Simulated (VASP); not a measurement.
Set up this calculation in VASP 6.6.1, as the native input.

* Task: relaxation of cell and atoms
* Functional: LDA
* Potentials or basis: VASP PAW LDA potentials, release 64 (Cd, S)
* Cutoff: 600 eV
* k mesh: 12 × 12 × 12
* Occupations: gaussian, width 0.02 eV
* Spin: no spin polarisation
* Dipole correction: no
* Further INCAR settings: ALGO = Normal; EDIFF = 1e-07; IBRION = 2; EDIFFG = -0.002; NSW = 100; ISIF = 3

The structure of CdS lies in POSCAR:

```
CdS
1.0
    0.0000000000      2.9429534600      2.9429534600
    2.9429534600      0.0000000000      2.9429534600
    2.9429534600      2.9429534600      0.0000000000
Cd S
1 1
Direct
    0.0000000000      0.0000000000      0.0000000000
    0.7500000000      0.7500000000      0.7500000000
```

These files were run (other wordings do the same):

INCAR

```
PREC = Accurate
ENCUT = 600
EDIFF = 1E-7
ISMEAR = 0
SIGMA = 0.02
LREAL = False
LASPH = True
NELM = 60
ALGO = Normal
ISIF = 3
LWAVE = False
LCHARG = False
GGA = CA
IBRION = 2
NSW = 100
EDIFFG = -0.002
```

KPOINTS

```
Automatic mesh
0
Gamma
  12 12 12
```

Potentials or basis: VASP PAW LDA potentials, release 64 (Cd, S).

Launch:

```sh
$ cat potpaw_LDA.64/Cd/POTCAR potpaw_LDA.64/S/POTCAR > POTCAR
$ mpirun -np 1 vasp_std > vasp.out
```

It gave:

```yaml
Relaxed_volume: 24.03 Å³/atom
Relaxed_cell: a = 4.081 Å, b = 4.081 Å, c = 4.081 Å, α = 60.00°, β = 60.00°, γ = 60.00°
Space_group_after_relaxing_to_0.1_Å: F-43m (No. 216)
Energy_gained_by_relaxing: 16.9 meV/atom
Ionic_steps: 3
Pressure_after_relaxing: 0.0 GPa
Band_gap_on_the_k_mesh: 0.96 eV
```

Run time: 67 s on 1 thread of Intel(R) Xeon(R) Platinum 8559C (Emerald Rapids), on a shared host, peak memory 0.21 GiB.
